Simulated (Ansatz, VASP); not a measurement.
BN in VASP and in Ansatz

The input INCAR:

```
PREC = Accurate
ENCUT = 520
EDIFF = 1E-7
ISMEAR = 0
SIGMA = 0.05
LREAL = F
LASPH = T
NELM = 60
ALGO = Normal
ISIF = 2
LWAVE = F
LCHARG = F
GGA = PE
IVDW = 12
NBANDS = 11
```

Contents of KPOINTS:

```
Automatic mesh
0
Gamma
  12 12 12
```

The input POSCAR:

```
BN
1.0
    0.0000000000      3.5973481379      1.8690426820
    1.3506608539      0.0000000000      1.8690426820
    1.3506608539      3.5973481379      0.0000000000
B N
1 1
Direct
    0.0001068737      0.0001068737      0.9998931263
    0.6665931163      0.6665931163      0.3334068837
```

Input for Ansatz:

```yaml
crystal:
  lattice:
    - [0.0, 3.5973481379, 1.869042682]
    - [1.3506608539, 0.0, 1.869042682]
    - [1.3506608539, 3.5973481379, 0.0]
  atoms:
    - { symbol: B, position: [0.0001068737, 0.0001068737, 0.9998931263] }
    - { symbol: "N", position: [0.6665931163, 0.6665931163, 0.3334068837] }
basis:
  ecutwfc: 420
kpoints:
  mp_grid: { grid: [12, 12, 12] }
hamiltonian:
  xc: pbe
  dispersion: d3bj
scf:
  occupations: { method: gaussian, width: 0.05 }
output:
  forces: true
  stress: true
  eigenvalues: true
```

Alike in both runs: task single point; functional PBE; dispersion D3(BJ); k mesh 12 × 12 × 12; occupations gaussian, width 0.05 eV; no spin polarisation.

|  | VASP | Ansatz |
| --- | --- | --- |
| version | VASP 6.6.1 | Ansatz 0.2.0 |
| potentials or method | VASP PAW PBE potentials, release 64 (B, N), cutoff 520 eV | scalar-relativistic, plane waves, PAW |
| valence electrons in the cell | 8 | 8 |

VASP gave:

* gap on the k mesh at the Fermi level (eV): 4.05
* least direct gap on the mesh (eV): 4.79
* rms of the force components (eV/Å): 4.128

Estimate Ansatz's values.

gap on the k mesh at the Fermi level (eV): 4.06; least direct gap on the mesh (eV): 4.79; rms of the force components (eV/Å): 4.122.

Atom by atom the forces differ by 0.005 eV/Å (rms over components).
